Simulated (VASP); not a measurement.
Input of a VASP 6.6.1 run:

The input INCAR:

```
SYSTEM = KTaO3
ALGO = Normal ; EDIFF = 1E-6
ENCUT = 520 ; GGA = PS
ISIF = 2 ; ISMEAR = 0
LASPH = .TRUE. ; LCHARG = .TRUE.
LELF = .TRUE. ; LREAL = .FALSE.
LVHAR = .TRUE. ; LWAVE = .FALSE.
NBANDS = 27 ; NELM = 100
PREC = Accurate ; SIGMA = 0.05
```

File KPOINTS:

```
k-points
0
G
  8 8 8
  0 0 0
```

Contents of POSCAR:

```
KTaO3
1.0
    3.9808417634      0.0000000000      0.0000000000
    0.0000000000      3.9808417634      0.0000000000
    0.0000000000      0.0000000000      4.3140382190
K Ta O
1 1 3
Direct
    0.5000000000      0.5000000000      0.5000000000
    0.0000000000      0.0000000000      0.0000000000
    0.5000000000      0.0000000000      0.0000000000
    0.0000000000      0.5000000000      0.0000000000
    0.0000000000      0.0000000000      0.5000000000
```

Potentials or basis: VASP PAW PBE potentials, release 64 (K_sv, Ta_pv, O).

Launch:

```sh
$ cat potpaw_PBE.64/K_sv/POTCAR potpaw_PBE.64/Ta_pv/POTCAR potpaw_PBE.64/O/POTCAR > POTCAR
$ mpirun -np 1 vasp_std > vasp.out
```

**Question.** Predict the pressure.

**Answer.** -10.7 GPa.

**Question.** Estimate the band gap on the k mesh.

**Answer.** 1.83 eV (least direct gap 2.32 eV).

Stress tensor (GPa, compression positive):
```
 -4.05   0.00   0.00
  0.00  -4.05   0.00
  0.00   0.00 -23.85
```

Caveat: the cell stands under tension; the PAW data sets were made with another functional, which shifts forces and pressure a little; spin-orbit coupling is left out, which moves the levels of the heavy elements. As with any semilocal functional, this PBEsol gap is likely too small.
